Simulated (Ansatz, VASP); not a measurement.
# One calculation of InP, two programs

The input POSCAR:

```
InP
1.0
    0.0000000000      2.9537876469      2.9537876469
    2.9537876469      0.0000000000      2.9537876469
    2.9537876469      2.9537876469      0.0000000000
In P
1 1
Direct
    0.0000000000      0.0000000000      0.0000000000
    0.2500000000      0.2500000000      0.2500000000
```

File INCAR.step1:

```
ALGO = Normal ; EDIFF = 1E-5
ENCUT = 520 ; GGA = PE
ISIF = 2 ; ISMEAR = 0
LASPH = True ; LCHARG = False
LREAL = False ; LWAVE = True
NBANDS = 16 ; NELM = 80
PREC = Accurate ; SIGMA = 0.01
```

File INCAR.step2:

```
ALGO = Normal ; EDIFF = 1E-6
ENCUT = 520 ; GGA = PE
HFSCREEN = 0.2079 ; ISIF = 2
ISMEAR = 0 ; ISTART = 1
LASPH = True ; LCHARG = False
LHFCALC = True ; LREAL = False
LWAVE = False ; NBANDS = 16
NELM = 80 ; PREC = Accurate
PRECFOCK = Normal ; SIGMA = 0.01
```

File KPOINTS:

```
k-points
0
Gamma
  6 6 6
```

Input for Ansatz:

```yaml
crystal:
  lattice:
    - [0.0, 2.9537876469, 2.9537876469]
    - [2.9537876469, 0.0, 2.9537876469]
    - [2.9537876469, 2.9537876469, 0.0]
  atoms:
    - { symbol: In, position: [0.0, 0.0, 0.0] }
    - { symbol: P, position: [0.25, 0.25, 0.25] }
kpoints:
  mp_grid: { grid: [6, 6, 6] }
  band_path:
    path:
      - [0.0, 0.0, 0.0]
      - [-0.5, -0.5, 0.0]
      - [-0.375, -0.375, 0.25]
      - [-0.375, 0.0, 0.375]
      - [0.0, 0.0, 0.5]
      - [-0.5, -0.25, 0.25]
    npoints: 1
hamiltonian:
  xc: hse06
scf:
  occupations: { method: fixed }
  n_extra_bands: 4
output:
  forces: true
  stress: true
  eigenvalues: true
```

Alike in both runs: task single point; functional HSE06; k mesh 6 × 6 × 6; no spin polarisation.

|  | VASP | Ansatz |
| --- | --- | --- |
| version | VASP 6.6.1 | Ansatz 0.2.0 |
| potentials or method | VASP PAW PBE potentials, release 64 (In_d, P) | plane waves, PAW |
| plane-wave cutoff (eV) | 520 | 420 |
| occupations | gaussian, width 0.01 eV | fixed |
| valence electrons in the cell | 18 | 18 |

Ansatz gave:

- gap on the k mesh at the Fermi level (eV): 1.36
- pressure (GPa): -0.2

Q: What did VASP give for the same quantities?

A: gap on the k mesh at the Fermi level (eV): 1.35; pressure (GPa): -0.4.

Ansatz's warnings: stress exchange threshold loose, stress scf threshold loose.
